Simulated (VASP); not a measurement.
# MgBe4Cu (F-43m) in VASP: further runs, part 2 of 3

VASP 6.6.1. The steps go on from the part before.

## (3) Single point, LDA

INCAR reads:

```
SYSTEM = MgBe4Cu
PREC     = Accurate       ! precision mode
ENCUT    = 600            ! plane-wave cutoff, eV
EDIFF    = 1E-6           ! SCF threshold, eV
ISMEAR   = 1              ! smearing method
SIGMA    = 0.1            ! smearing width, eV
LREAL    = .FALSE.        ! projectors in reciprocal space
LASPH    = .TRUE.         ! aspherical terms in the spheres
NELM     = 120            ! most SCF steps
ALGO     = Normal         ! electronic algorithm
ISIF     = 2              ! what is computed and relaxed
LWAVE    = .FALSE.        ! write WAVECAR
LCHARG   = .TRUE.         ! write CHGCAR
LELF     = .TRUE.         ! ELF
LVHAR    = .TRUE.       
NBANDS   = 20             ! bands
GGA_COMPAT= .FALSE.
```

KPOINTS reads:

```
Automatic mesh
0
G
  4 4 4
  0 0 0
```

POSCAR reads:

```
MgBe4Cu
1.0
    0.0000000000      3.1237420000      3.1237420000
    3.1237420000      0.0000000000      3.1237420000
    3.1237420000      3.1237420000      0.0000000000
Mg Be Cu
1 4 1
Direct
    0.0000000000      0.0000000000      0.0000000000
    0.3764480000      0.3764480000      0.3764480000
    0.8706560000      0.3764480000      0.3764480000
    0.3764480000      0.3764480000      0.8706560000
    0.3764480000      0.8706560000      0.3764480000
    0.7500000000      0.7500000000      0.7500000000
```

Potentials or basis: VASP PAW LDA potentials, release 64 (Mg, Be, Cu).

On the command line:

```sh
> cat potpaw_LDA.64/Mg/POTCAR potpaw_LDA.64/Be/POTCAR potpaw_LDA.64/Cu/POTCAR > POTCAR
> mpirun -np 1 vasp_std > vasp.out
```

OUTCAR:

```text
SYSTEM = MgBe4Cu
   PREC = Accurate
   ENCUT = 600
   EDIFF = 1E-6
   ISMEAR = 1
   LREAL = .FALSE.
   LASPH = .TRUE.
   NELM = 120
   ISIF = 2

 ion  position               nearest neighbor table
   1  0.000  0.000  0.000-   3 2.59   5 2.59   3 2.59   4 2.59   4 2.59   5 2.59   2 2.59   2 2.59
                             2 2.59   3 2.59   4 2.59   5 2.59   6 2.71   6 2.71   6 2.71   6 2.71
   2  0.376  0.376  0.376-   3 2.18   4 2.18   5 2.18   4 2.23   5 2.23   3 2.23   6 2.59   6 2.59
                             6 2.59   1 2.59   1 2.59   1 2.59
   3  0.871  0.376  0.376-   2 2.18   4 2.18   5 2.18   2 2.23   4 2.23   5 2.23   6 2.59   6 2.59
                             6 2.59   1 2.59   1 2.59   1 2.59
   4  0.376  0.376  0.871-   2 2.18   3 2.18   5 2.18   2 2.23   5 2.23   3 2.23   6 2.59   6 2.59
                             6 2.59   1 2.59   1 2.59   1 2.59
   5  0.376  0.871  0.376-   2 2.18   3 2.18   4 2.18   4 2.23   2 2.23   3 2.23   6 2.59   6 2.59
                             6 2.59   1 2.59   1 2.59   1 2.59
   6  0.750  0.750  0.750-   3 2.59   4 2.59   5 2.59   2 2.59   2 2.59   2 2.59   5 2.59   3 2.59
                             5 2.59   4 2.59   4 2.59   3 2.59   1 2.71   1 2.71   1 2.71   1 2.71

  LATTYP: Found a face centered cubic cell.
 ALAT       =     6.2474840000

  Lattice vectors:

 A1 = (   0.0000000000,   3.1237420000,   3.1237420000)
 A2 = (   3.1237420000,   0.0000000000,   3.1237420000)
 A3 = (   3.1237420000,   3.1237420000,   0.0000000000)

Analysis of symmetry for initial positions (statically):
=====================================================================
 Subroutine PRICEL returns:
 Original cell was already a primitive cell.

 Routine SETGRP: Setting up the symmetry group for a
 face centered cubic supercell.

 Subroutine GETGRP returns: Found 24 space group operations
 (whereof 24 operations were pure point group operations)
 out of a pool of 48 trial point group operations.

The static configuration has the point symmetry T_d .

Analysis of symmetry for dynamics (positions and initial velocities):
=====================================================================
 Subroutine PRICEL returns:
 Original cell was already a primitive cell.

 Routine SETGRP: Setting up the symmetry group for a
 face centered cubic supercell.

 Subroutine GETGRP returns: Found 24 space group operations
 (whereof 24 operations were pure point group operations)
 out of a pool of 48 trial point group operations.

The dynamic configuration has the point symmetry T_d .

 Subroutine INISYM returns: Found 24 space group operations
 (whereof 24 operations are pure point group operations),
 and found     1 'primitive' translations

----------------------------------------------------------------------------------------

                                     Primitive cell

  volume of cell :      60.9615

  direct lattice vectors                    reciprocal lattice vectors
     0.000000000  3.123742000  3.123742000    -0.160064436  0.160064436  0.160064436
     3.123742000  0.000000000  3.123742000     0.160064436 -0.160064436  0.160064436
     3.123742000  3.123742000  0.000000000     0.160064436  0.160064436 -0.160064436

  length of vectors
     4.417638302  4.417638302  4.417638302     0.277239735  0.277239735  0.277239735

  position of ions in fractional coordinates (direct lattice)
     0.000000000  0.000000000  0.000000000
     0.376448000  0.376448000  0.376448000
     0.870656000  0.376448000  0.376448000
[... 47 lines left out ...]
  0.500000  0.500000  0.000000      3.000000
 -0.250000  0.500000  0.250000      6.000000
   k-points           NKPTS =      8   k-points in BZ     NKDIM =      8   number of bands    NBANDS=     20
   number of dos      NEDOS =    301   number of ions     NIONS =      6
   total plane-waves  NPLWV =  46656
   dimension x,y,z NGX =    36 NGY =   36 NGZ =   36
   dimension x,y,z NGXF=    72 NGYF=   72 NGZF=   72
   ions per type =               1   4   1
   NGX,Y,Z   is equivalent  to a cutoff of  13.55, 13.55, 13.55 a.u.
   NGXF,Y,Z  is equivalent  to a cutoff of  27.10, 27.10, 27.10 a.u.
 SYSTEM =  MgBe4Cu
   PREC   = accura    normal or accurate (medium, high low for compatibility)
   ISTART =      0    job   : 0-new  1-cont  2-samecut
   ICHARG =      2    charge: 1-file 2-atom 10-const
   ISPIN  =      1    spin polarized calculation?
   LNONCOLLINEAR =      F non collinear calculations
   LSORBIT =      F    spin-orbit coupling
   LASPH  =      T    aspherical Exc in radial PAW
   ENCUT  =  600.0 eV  44.10 Ry    6.64 a.u.   8.82  8.82  8.82*2*pi/ulx,y,z
   NELM   =    120;   NELMIN=  2; NELMDL= -5     # of ELM steps
   EDIFF  = 0.1E-05   stopping-criterion for ELM
   LREAL  =      F    real-space projection
   EDIFFG = 0.1E-04   stopping-criterion for IOM
   NSW    =      0    number of steps for IOM
   IBRION =     -1    ionic relax: 0-MD 1-quasi-New 2-CG
   NFREE  =      0    steps in history (QN), initial steepest desc. (CG)
   ISIF   =      2    stress and relaxation
   ISYM   =      2    0-nonsym 1-usesym 2-fastsym
   POTIM  = 0.5000    time-step for ionic-motion
   TEBEG  =    0.0;   TEEND  =   0.0 temperature during run
   PSTRESS=    0.0 pullay stress
   NELECT =      21.0000    total number of electrons
   NUPDOWN=      -1.0000    fix difference up-down
   EMIN   =  10.00;   EMAX   =-10.00  energy-range for DOS
   EFERMI =   0.00;   METHOD = LEGACY
   ISMEAR =     1;   SIGMA  =   0.10  broadening in eV -4-tet -1-fermi 0-gaus
   EFERMI_NEDOS =   21; number of points for ismear=-14 and -15
   IALGO  =     38    algorithm
   IMIX   =      4    mixing-type and parameters
     AMIX     =   0.40;   BMIX     =  1.00
     AMIX_MAG =   1.60;   BMIX_MAG =  1.00
  volume/ion in A,a.u.               =      10.16        68.56
  Fermi-wavevector in a.u.,A,eV,Ry     =   1.147615  2.168677 17.919139  1.317020
  Thomas-Fermi vector in A             =   2.284294
   LORBIT       =      0    0 simple, 1 ext, 2 COOP (PROOUT), +10 PAW based schemes
   GGA     = CA    functional components
   LHFCALC =     F    Hartree Fock is set to
   AEXX    =    0.0000 exact exchange contribution
   IVDW    =     0    specifies the selected vdW correction
   LEPSILON=     F    determine dielectric tensor
   LRPA    =     F    only Hartree local field effects (RPA)
 non-spin polarized calculation
 Methfessel and Paxton  Order N= 1 SIGMA  =   0.10
  energy-cutoff  :      600.00
  volume of cell :       60.96
 maximum number of plane-waves:      2085
   NGX = 17   NGY = 17   NGZ = 17

 number of electron      20.9999988 magnetization

 Free energy of the ion-electron system (eV)
  ---------------------------------------------------
  ext. energy  EPLUGINS =         0.00000000
  ---------------------------------------------------
  free energy    TOTEN  =       -23.42667072 eV

  energy without entropy =      -23.41980574  energy(sigma->0) =      -23.42438239

 E-fermi :   5.9933     XC(G=0): -10.8621

 val. band max:        5.9662298630   @ k =   0.5000   0.2500   0.0000
 cond. band min:       6.1255556712   @ k =   0.5000   0.0000   0.0000
 fundamental gap:      0.1593258082
 Fermi energy:         5.9932566370

 k-point     1 :       0.0000    0.0000    0.0000
  band No.  band energies     occupation
      1      -3.9880      2.00000
      2       1.6212      2.00000
      3       1.6212      2.00000
      4       1.6212      2.00000
      5       1.8352      2.00000
      6       1.8352      2.00000
[... 173 lines left out ...]
     19      15.8871      0.00000
     20      15.9124      0.00000

------------------------ aborting loop because EDIFF is reached ----------------------------------------

  FORCE on cell =-STRESS in cart. coord.  units (eV):
  Direction    XX          YY          ZZ          XY          YZ          ZX
  --------------------------------------------------------------------------------------
  -------------------------------------------------------------------------------------
  Total       -2.2993745     -2.2993745     -2.2993745      0.0000000      0.0000000      0.0000000
  in kB      -60.4317025    -60.4317025    -60.4317025      0.0000000      0.0000000      0.0000000
  external PRESSURE =     -60.4317025 kB  Pullay stress =       0.0000000 kB

 VOLUME and BASIS-vectors are now :
 -----------------------------------------------------------------------------
  energy-cutoff  :      600.00
  volume of cell :       60.96
      direct lattice vectors                 reciprocal lattice vectors
     0.000000000  3.123742000  3.123742000    -0.160064436  0.160064436  0.160064436
     3.123742000  0.000000000  3.123742000     0.160064436 -0.160064436  0.160064436
     3.123742000  3.123742000  0.000000000     0.160064436  0.160064436 -0.160064436

 POSITION                                       TOTAL-FORCE (eV/Angst)
 -----------------------------------------------------------------------------------
      0.00000      0.00000      0.00000        -0.000000      0.000000     -0.000000
      2.35185      2.35185      2.35185         0.038296      0.038296      0.038296
      2.35185      3.89563      3.89563         0.038296     -0.038296     -0.038296
      3.89563      3.89563      2.35185        -0.038296     -0.038296      0.038296
      3.89563      2.35185      3.89563        -0.038296      0.038296     -0.038296
      4.68561      4.68561      4.68561         0.000000      0.000000     -0.000000
 -----------------------------------------------------------------------------------
    total drift:                                0.000000      0.000000      0.000001

  FREE ENERGIE OF THE ION-ELECTRON SYSTEM (eV)
  ---------------------------------------------------
  free  energy   TOTEN  =       -23.4266707201 eV

  energy  without entropy=      -23.4198057376  energy(sigma->0) =      -23.42438239
```

Run time: 17 s. Hardware: 1 thread of Intel Xeon Platinum 8488C (Sapphire Rapids), shared host; peak memory 0.17 GiB.

What came out:

* Free energy: -23.4267 eV
* Pressure: -6.0 GPa
* Largest force: 0.066 eV/Å

Forces on the atoms (eV/Å):
```
Mg   0.000  0.000  0.000
Be   0.038  0.038  0.038
Be   0.038 -0.038 -0.038
Be  -0.038 -0.038  0.038
Be  -0.038  0.038 -0.038
Cu   0.000  0.000  0.000
```

Caveat: the k points lie up to 0.44 Å⁻¹ apart.

## (4) Single point, LDA

INCAR reads:

```
ALGO = Normal
EDIFF = 1E-6
ENCUT = 600
GGA_COMPAT = F
ISIF = 2
ISMEAR = 1
LASPH = T
LCHARG = T
LELF = T
LREAL = F
LVHAR = T
LWAVE = F
NBANDS = 20
NELM = 120
PREC = Accurate
SIGMA = 0.1
```

KPOINTS reads:

```
k-points
0
Gamma
  5 5 5
```

POSCAR is that of step 3.

On the command line:

```sh
> cat potpaw_LDA.64/Mg/POTCAR potpaw_LDA.64/Be/POTCAR potpaw_LDA.64/Cu/POTCAR > POTCAR
> mpirun -np 1 vasp_std > vasp.out
```

It took 19 s on 1 thread of Intel Xeon Platinum 8488C (Sapphire Rapids), shared host; peak memory 0.18 GiB.

It converged, with:

```yaml
Free_energy: -23.4921 eV
Pressure: -6.2 GPa
Largest_force: 0.064 eV/Å
```

Forces in eV/Å, atoms in the order of the input:
```
Mg   0.000  0.000  0.000
Be   0.037  0.037  0.037
Be   0.037 -0.037 -0.037
Be  -0.037 -0.037  0.037
Be  -0.037  0.037 -0.037
Cu   0.000  0.000  0.000
```

Levels at points of the mesh, in eV from the Fermi level:
```csv
k point,band 7,band 8,band 9,band 10,band 11,band 12,band 13,band 14
"(0.00, 0.00, 0.00)",-3.21,-1.09,-1.09,-1.09,2.40,2.40,2.46,2.46
```

(Part 2 of 3 ends here.)
